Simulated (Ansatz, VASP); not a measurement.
NaCl in VASP and in Ansatz

File INCAR:

```
SYSTEM = NaCl
PREC = Accurate
ENCUT = 600
EDIFF = 1E-7
ISMEAR = -1
SIGMA = 0.05
LREAL = .FALSE.
LASPH = .TRUE.
NELM = 60
ALGO = Normal
ISIF = 3
LWAVE = .FALSE.
LCHARG = .FALSE.
GGA = PE
IVDW = 13
IBRION = 2
NSW = 60
EDIFFG = -0.01
```

Contents of KPOINTS:

```
regular mesh
0
G
  8 8 8
  0 0 0
```

The input POSCAR:

```
NaCl
1.0
    0.0000000000      2.7940632177      2.7940632177
    2.7940632177      0.0000000000      2.7940632177
    2.7940632177      2.7940632177      0.0000000000
Cl Na
1 1
Direct
    0.5000000000      0.5000000000      0.5000000000
    0.0000000000      0.0000000000      0.0000000000
```

input.yaml

```yaml
crystal:
  lattice:
    - [0.0, 2.7940632177, 2.7940632177]
    - [2.7940632177, 0.0, 2.7940632177]
    - [2.7940632177, 2.7940632177, 0.0]
  atoms:
    - { symbol: Cl, position: [0.5, 0.5, 0.5] }
    - { symbol: Na, position: [0.0, 0.0, 0.0] }
hamiltonian:
  xc: pbe
  pseudopotentials: { kind: paw }
  dispersion: d4
kpoints:
  mp_grid: { grid: [8, 8, 8] }
scf:
  occupations: { method: fermi_dirac, width: 0.05 }
output:
  forces: true
  stress: true
relax:
  f_tol: 0.01
  max_steps: 40
  cell: { stress_tol: 0.05 }
```

Alike in both runs: task relaxation of cell and atoms; functional PBE; dispersion D4; k mesh 8 × 8 × 8; occupations fermi-dirac, width 0.05 eV; no spin polarisation.

|  | VASP | Ansatz |
| --- | --- | --- |
| version | VASP 6.6.1 | Ansatz 0.2.0 |
| potentials or method | VASP PAW PBE potentials, release 64 (Cl, Na_pv) | Ansatz PAW |
| plane-wave cutoff (eV) | 600 | 420 |
| valence electrons in the cell | 14 | 16 |

Ansatz gave:

| Quantity | Value |
| --- | --- |
| relaxed volume (Å³/atom) | 22.37 |
| relaxed cell length with the largest relative difference (Å) | 3.985 |

**Question.** Which values does VASP return?

**Answer.** Relaxed volume (Å³/atom): 22.40; relaxed cell length with the largest relative difference (Å): 3.987.

VASP's potentials hold 14 valence electrons a cell and Ansatz's 16, so a difference there can come from the potentials and not from the codes.

Noted on Ansatz's run: the plane-wave basis is chosen anew once the cell has moved, so the energies of steps on either side of that aren't comparable.
